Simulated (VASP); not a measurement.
# SrO (hm.eA) (I4/mmm) in VASP: further runs

The runs below take SrO (hm.eA) through single point, with PBE.

Program: VASP 6.6.1. These are calculated values, not measurements. Logs are shortened: lines on timing, memory, paths and dates and some standing lists are left out, and cuts for length are marked.

### 1 The cell of the first run

It takes space group I4/mmm (No. 139, tetragonal). Conventional cell: a = 3.571 Å, b = 3.571 Å, c = 5.288 Å, α = 90.00°, β = 90.00°, γ = 90.00°. Sr (site symmetry 4/mmm) has 6 O at 2.53 to 2.64 Å within 3.3 Å. O (site symmetry 4/mmm) has 6 Sr at 2.53 to 2.64 Å within 3.3 Å.

### 2 Single point, PBE

File INCAR:

```
ALGO     = Normal         # electronic algorithm
EDIFF    = 1E-6           # SCF threshold, eV
ENCUT    = 600            # plane-wave cutoff, eV
GGA      = PE             # functional
GGA_COMPAT= False        
ISIF     = 2              # what is computed and relaxed
ISMEAR   = 0              # smearing method
LASPH    = True           # aspherical terms in the spheres
LCHARG   = False          # write CHGCAR
LREAL    = False          # projectors in reciprocal space
LWAVE    = False          # write WAVECAR
NBANDS   = 24             # bands
NELM     = 120            # most SCF steps
PREC     = Accurate       # precision mode
SIGMA    = 0.02           # smearing width, eV
```

File KPOINTS:

```
k-points
0
Gamma
  6 6 4
```

File POSCAR:

```
SrO
1.0
    3.5713006874      0.0000000000      0.0000000000
    0.0000000000      3.5713006874      0.0000000000
    0.0000000000      0.0000000000      5.2875886095
Sr O
2 2
Direct
    0.0000000000      0.0000000000      0.0000000000
    0.5000000000      0.5000000000      0.5000000000
    0.5000000000      0.5000000000      0.0000000000
    0.0000000000      1.0000000000      0.5000000000
```

Potentials or basis: VASP PAW PBE potentials, release 64 (Sr_sv, O).

Run with:

```
$ cat potpaw_PBE.64/Sr_sv/POTCAR potpaw_PBE.64/O/POTCAR > POTCAR
$ mpirun -np 1 vasp_std > vasp.out
```

OUTCAR:

```text
EDIFF = 1E-6
   ENCUT = 600
   GGA = PE
   ISIF = 2
   ISMEAR = 0
   LASPH = True
   LREAL = False
   NELM = 120
   PREC = Accurate

 ion  position               nearest neighbor table
   1  0.000  0.000  0.000-   3 2.53   3 2.53   3 2.53   3 2.53   4 2.64   4 2.64   2 3.66   2 3.66
                             2 3.66   2 3.66   2 3.66   2 3.66   2 3.66   2 3.66
   2  0.500  0.500  0.500-   4 2.53   4 2.53   4 2.53   4 2.53   3 2.64   3 2.64   1 3.66   1 3.66
                             1 3.66   1 3.66   1 3.66   1 3.66   1 3.66   1 3.66
   3  0.500  0.500  0.000-   1 2.53   1 2.53   1 2.53   1 2.53   2 2.64   2 2.64
   4  0.000  0.000  0.500-   2 2.53   2 2.53   2 2.53   2 2.53   1 2.64   1 2.64

  LATTYP: Found a simple tetragonal cell.
 ALAT       =     3.5713006874
 C/A-ratio  =     1.4805778265

  Lattice vectors:

 A1 = (   3.5713006874,   0.0000000000,   0.0000000000)
 A2 = (   0.0000000000,   3.5713006874,   0.0000000000)
 A3 = (   0.0000000000,   0.0000000000,   5.2875886095)

Analysis of symmetry for initial positions (statically):
=====================================================================
 Subroutine PRICEL returns following result:

  LATTYP: Found a body centered tetragonal cell.
 ALAT       =     3.5713006874
 C/A-ratio  =     1.4805778265

  Lattice vectors:

 A1 = (   1.7856503437,  -1.7856503437,  -2.6437943048)
 A2 = (  -1.7856503437,   1.7856503437,  -2.6437943048)
 A3 = (   1.7856503437,   1.7856503437,   2.6437943048)

   2 primitive cells build up your supercell.

 Routine SETGRP: Setting up the symmetry group for a
 simple tetragonal supercell.

 Subroutine GETGRP returns: Found 16 space group operations
 (whereof 16 operations were pure point group operations)
 out of a pool of 16 trial point group operations.

The static configuration has the point symmetry D_4h.

Analysis of symmetry for dynamics (positions and initial velocities):
=====================================================================
 Subroutine PRICEL returns following result:

  LATTYP: Found a body centered tetragonal cell.
 ALAT       =     3.5713006874
 C/A-ratio  =     1.4805778265

  Lattice vectors:

 A1 = (   1.7856503437,  -1.7856503437,  -2.6437943048)
 A2 = (  -1.7856503437,   1.7856503437,  -2.6437943048)
 A3 = (   1.7856503437,   1.7856503437,   2.6437943048)

   2 primitive cells build up your supercell.

[... 104 lines left out ...]
   LASPH  =      T    aspherical Exc in radial PAW
   ENCUT  =  600.0 eV  44.10 Ry    6.64 a.u.   7.13  7.13 10.56*2*pi/ulx,y,z
   NELM   =    120;   NELMIN=  2; NELMDL= -5     # of ELM steps
   EDIFF  = 0.1E-05   stopping-criterion for ELM
   LREAL  =      F    real-space projection
   EDIFFG = 0.1E-04   stopping-criterion for IOM
   NSW    =      0    number of steps for IOM
   IBRION =     -1    ionic relax: 0-MD 1-quasi-New 2-CG
   NFREE  =      0    steps in history (QN), initial steepest desc. (CG)
   ISIF   =      2    stress and relaxation
   ISYM   =      2    0-nonsym 1-usesym 2-fastsym
   POTIM  = 0.5000    time-step for ionic-motion
   TEBEG  =    0.0;   TEEND  =   0.0 temperature during run
   PSTRESS=    0.0 pullay stress
   NELECT =      32.0000    total number of electrons
   NUPDOWN=      -1.0000    fix difference up-down
   EMIN   =  10.00;   EMAX   =-10.00  energy-range for DOS
   EFERMI =   0.00;   METHOD = LEGACY
   ISMEAR =     0;   SIGMA  =   0.02  broadening in eV -4-tet -1-fermi 0-gaus
   EFERMI_NEDOS =   21; number of points for ismear=-14 and -15
   IALGO  =     38    algorithm
   IMIX   =      4    mixing-type and parameters
     AMIX     =   0.40;   BMIX     =  1.00
     AMIX_MAG =   1.60;   BMIX_MAG =  1.00
  volume/ion in A,a.u.               =      16.86       113.78
  Fermi-wavevector in a.u.,A,eV,Ry     =   1.276893  2.412979 22.183713  1.630457
  Thomas-Fermi vector in A             =   2.409524
   LORBIT       =      0    0 simple, 1 ext, 2 COOP (PROOUT), +10 PAW based schemes
   GGA     = PE    functional components
   LHFCALC =     F    Hartree Fock is set to
   AEXX    =    0.0000 exact exchange contribution
   IVDW    =     0    specifies the selected vdW correction
   LEPSILON=     F    determine dielectric tensor
   LRPA    =     F    only Hartree local field effects (RPA)
 non-spin polarized calculation
 Gauss-broadening in eV      SIGMA  =   0.02
  energy-cutoff  :      600.00
  volume of cell :       67.44
 maximum number of plane-waves:      2272
 NGX is ok and might be reduce to    30
   NGX = 15   NGY = 15   NGZ = 21

 number of electron      32.0000004 magnetization

 Free energy of the ion-electron system (eV)
  ---------------------------------------------------
  ext. energy  EPLUGINS =         0.00000000
  ---------------------------------------------------
  free energy    TOTEN  =       -24.03088150 eV

  energy without entropy =      -24.03088150  energy(sigma->0) =      -24.03088150

 E-fermi :   1.8447     XC(G=0): -10.0598

 val. band max:        1.7560191535   @ k =   0.0000   0.0000   0.0000
 cond. band min:       4.9198626156   @ k =   0.5000   0.5000   0.0000
 fundamental gap:      3.1638434620
 Fermi energy:         1.8447078628

 k-point     1 :       0.0000    0.0000    0.0000
  band No.  band energies     occupation
      1     -30.6512      2.00000
      2     -30.4834      2.00000
      3     -13.4039      2.00000
      4     -13.3749      2.00000
      5     -13.2792      2.00000
      6     -12.5969      2.00000
[... 637 lines left out ...]
     23      10.6476      0.00000
     24      10.6476      0.00000

 [... further k-points ...]

------------------------ aborting loop because EDIFF is reached ----------------------------------------

  FORCE on cell =-STRESS in cart. coord.  units (eV):
  Direction    XX          YY          ZZ          XY          YZ          ZX
  --------------------------------------------------------------------------------------
  -------------------------------------------------------------------------------------
  Total        2.8067625      2.8067625      0.1179740      0.0000000      0.0000000      0.0000000
  in kB       66.6815594     66.6815594      2.8027643      0.0000000      0.0000000      0.0000000
  external PRESSURE =      45.3886277 kB  Pullay stress =       0.0000000 kB

 VOLUME and BASIS-vectors are now :
 -----------------------------------------------------------------------------
  energy-cutoff  :      600.00
  volume of cell :       67.44
      direct lattice vectors                 reciprocal lattice vectors
     3.571300687  0.000000000  0.000000000     0.280010026  0.000000000  0.000000000
     0.000000000  3.571300687  0.000000000     0.000000000  0.280010026  0.000000000
     0.000000000  0.000000000  5.287588610     0.000000000  0.000000000  0.189122126

 POSITION                                       TOTAL-FORCE (eV/Angst)
 -----------------------------------------------------------------------------------
      0.00000      0.00000      0.00000        -0.000000     -0.000000     -0.000000
      1.78565      1.78565      2.64379         0.000000      0.000000      0.000000
      1.78565      1.78565      0.00000        -0.000000     -0.000000     -0.000000
      0.00000      0.00000      2.64379        -0.000000     -0.000000     -0.000000
 -----------------------------------------------------------------------------------
    total drift:                                0.000000      0.000000     -0.000000

  FREE ENERGIE OF THE ION-ELECTRON SYSTEM (eV)
  ---------------------------------------------------
  free  energy   TOTEN  =       -24.0308815033 eV

  energy  without entropy=      -24.0308815033  energy(sigma->0) =      -24.03088150
```

Run time: 96 s. Hardware: 1 thread of Intel Xeon 8259CL, shared host; peak memory 0.21 GiB.

Results:

```yaml
Free_energy: -24.0309 eV
Pressure: 4.5 GPa
Band_gap_on_the_k_mesh: 3.16 eV
```

Levels at points of the mesh, in eV from the valence-band top:
```csv
k point,band 14,band 15,band 16,band 17,band 18,band 19
"(0.00, 0.00, 0.00)",-0.07,0.00,0.00,3.32,3.93,5.95
"(0.50, 0.00, 0.00)",-1.14,-0.67,-0.67,6.20,6.20,6.87
"(0.50, 0.50, 0.00)",-0.26,-0.06,-0.06,3.16,3.16,7.78
"(0.00, 0.00, 0.50)",-0.11,-0.11,-0.11,4.34,4.34,6.18
"(0.50, 0.00, 0.50)",-1.22,-1.22,-1.22,6.52,6.52,8.45
"(0.50, 0.50, 0.50)",-0.36,-0.36,-0.36,5.77,5.77,5.77
```

A k mesh can miss the band edges. Expect the measured gap to be larger: semilocal functionals such as PBE lack the derivative discontinuity.

### 3 Single point, PBE

This run uses another cell than the first one, of 16.94 Å³/atom, 1.005 times its volume.

File INCAR:

```
SYSTEM = SrO
ALGO = Normal
EDIFF = 1E-6
ENCUT = 600
GGA = PE
GGA_COMPAT = .FALSE.
ISIF = 2
ISMEAR = 0
LASPH = .TRUE.
LCHARG = .TRUE.
LELF = .TRUE.
LREAL = .FALSE.
LVHAR = .TRUE.
LWAVE = .FALSE.
NBANDS = 24
NELM = 120
PREC = Accurate
SIGMA = 0.1
```

File KPOINTS:

```
k-points
0
G
  6 6 4
  0 0 0
```

POSCAR, as its differences from that of step 2:

```diff
@@ -4,3 +4,3 @@
     0.0000000000      3.5713006874      0.0000000000
-    0.0000000000      0.0000000000      5.2875886095
+    0.0000000000      0.0000000000      5.3136518739
 Sr O
```

Potentials or basis: VASP PAW PBE potentials, release 64 (Sr_sv, O).

Run with:

```
$ cat potpaw_PBE.64/Sr_sv/POTCAR potpaw_PBE.64/O/POTCAR > POTCAR
$ mpirun -np 1 vasp_std > vasp.out
```

It took 1.8 min on 1 thread of Intel Xeon 8259CL, shared host; peak memory 0.21 GiB.

It converged, with:

```yaml
Free_energy: -24.0311 eV
Pressure: 4.1 GPa
Band_gap_on_the_k_mesh: 3.16 eV
```

Stress tensor (GPa, compression positive):
```
 6.41  0.00  0.00
 0.00  6.41  0.00
 0.00  0.00 -0.43
```

Levels at points of the mesh, in eV from the valence-band top:
```csv
k point,band 12,band 13,band 14,band 15,band 16,band 17,band 18,band 19,band 20,band 21
"(0.00, 0.00, 0.00)",-0.17,-0.08,-0.08,0.00,0.00,3.33,3.88,5.91,6.31,6.31
"(0.50, 0.00, 0.00)",-1.81,-1.14,-1.14,-0.69,-0.69,6.18,6.18,6.82,6.82,8.38
"(0.50, 0.50, 0.00)",-0.38,-0.28,-0.28,-0.06,-0.06,3.16,3.16,7.74,7.74,10.17
"(0.00, 0.00, 0.50)",-1.36,-0.11,-0.11,-0.11,-0.11,4.33,4.33,6.16,6.16,8.39
"(0.50, 0.00, 0.50)",-2.24,-1.22,-1.22,-1.21,-1.21,6.50,6.50,8.40,8.40,8.79
"(0.50, 0.50, 0.50)",-1.11,-0.36,-0.36,-0.36,-0.36,5.73,5.73,5.73,5.73,8.85
```

### 4 Single point, PBE

This run uses another cell than the first one, of 16.94 Å³/atom, 1.005 times its volume.

File INCAR:

```
SYSTEM = SrO
PREC = Accurate ; ENCUT = 600
EDIFF = 1E-6 ; ISMEAR = 0
SIGMA = 0.02 ; LREAL = .FALSE.
LASPH = .TRUE. ; NELM = 120
ALGO = Normal ; ISIF = 2
LWAVE = .FALSE. ; LCHARG = .TRUE.
GGA = PE ; LELF = .TRUE.
LVHAR = .TRUE. ; NBANDS = 24
GGA_COMPAT = .FALSE.
```

File KPOINTS:

```
regular mesh
0
G
  6 6 4
  0 0 0
```

POSCAR is that of step 3.

Potentials or basis: VASP PAW PBE potentials, release 64 (Sr_sv, O).

Run with:

```
$ cat potpaw_PBE.64/Sr_sv/POTCAR potpaw_PBE.64/O/POTCAR > POTCAR
$ mpirun -np 1 vasp_std > vasp.out
```

OUTCAR:

```text
SYSTEM = SrO
   PREC = Accurate
   ENCUT = 600
   EDIFF = 1E-6
   ISMEAR = 0
   LREAL = .FALSE.
   LASPH = .TRUE.
   NELM = 120
   ISIF = 2
   GGA = PE

 ion  position               nearest neighbor table
   1  0.000  0.000  0.000-   3 2.53   3 2.53   3 2.53   3 2.53   4 2.66   4 2.66   2 3.67   2 3.67
                             2 3.67   2 3.67   2 3.67   2 3.67   2 3.67   2 3.67
   2  0.500  0.500  0.500-   4 2.53   4 2.53   4 2.53   4 2.53   3 2.66   3 2.66   1 3.67   1 3.67
                             1 3.67   1 3.67   1 3.67   1 3.67   1 3.67   1 3.67
   3  0.500  0.500  0.000-   1 2.53   1 2.53   1 2.53   1 2.53   2 2.66   2 2.66
   4  0.000  0.000  0.500-   2 2.53   2 2.53   2 2.53   2 2.53   1 2.66   1 2.66

[... 869 lines left out ...]
  -------------------------------------------------------------------------------------
  Total        2.7117473      2.7117473     -0.1817066      0.0000000     -0.0000000      0.0000000
  in kB       64.1082414     64.1082414     -4.2957132      0.0000000     -0.0000000      0.0000000
  external PRESSURE =      41.3069232 kB  Pullay stress =       0.0000000 kB

 VOLUME and BASIS-vectors are now :
 -----------------------------------------------------------------------------
  energy-cutoff  :      600.00
  volume of cell :       67.77
      direct lattice vectors                 reciprocal lattice vectors
     3.571300687  0.000000000  0.000000000     0.280010026  0.000000000  0.000000000
     0.000000000  3.571300687  0.000000000     0.000000000  0.280010026  0.000000000
     0.000000000  0.000000000  5.313651874     0.000000000  0.000000000  0.188194489

 POSITION                                       TOTAL-FORCE (eV/Angst)
 -----------------------------------------------------------------------------------
      0.00000      0.00000      0.00000        -0.000000     -0.000000      0.000000
      1.78565      1.78565      2.65683         0.000000      0.000000      0.000000
      1.78565      1.78565      0.00000         0.000000      0.000000     -0.000000
      0.00000      0.00000      2.65683        -0.000000     -0.000000     -0.000000
 -----------------------------------------------------------------------------------
    total drift:                                0.000000      0.000000     -0.000000

  FREE ENERGIE OF THE ION-ELECTRON SYSTEM (eV)
  ---------------------------------------------------
  free  energy   TOTEN  =       -24.0310841585 eV

  energy  without entropy=      -24.0310841585  energy(sigma->0) =      -24.03108416
```

Run time: 1.8 min. Hardware: 1 thread of Intel Xeon 8259CL, shared host; peak memory 0.21 GiB.

Results:

| Quantity | Value |
| --- | --- |
| Free energy | -24.0311 eV |
| Pressure | 4.1 GPa |
| Band gap on the k mesh | 3.16 eV |

A k mesh can miss the band edges. Expect the measured gap to be larger: semilocal functionals such as PBE lack the derivative discontinuity.

### 5 Summary

| cell | smearing | gap on the mesh (eV) | pressure (GPa) |
| --- | --- | --- | --- |
| a = 3.571, b = 3.571, c = 5.288 Å, 4 atoms | gaussian 0.02 eV | 3.16 | 4.5 |
| a = 3.571, b = 3.571, c = 5.314 Å, 4 atoms | gaussian 0.1 eV | 3.16 | 4.1 |
| a = 3.571, b = 3.571, c = 5.314 Å, 4 atoms | gaussian 0.02 eV | 3.16 | 4.1 |

Alike in all rows: task single point; level PBE; potentials or basis VASP PAW PBE potentials, release 64 (Sr_sv, O); no spin polarisation; k mesh 6 × 6 × 4; cutoff (eV) 600.

Total energies depend on the potentials used, so only differences within one code and one set of settings carry meaning.
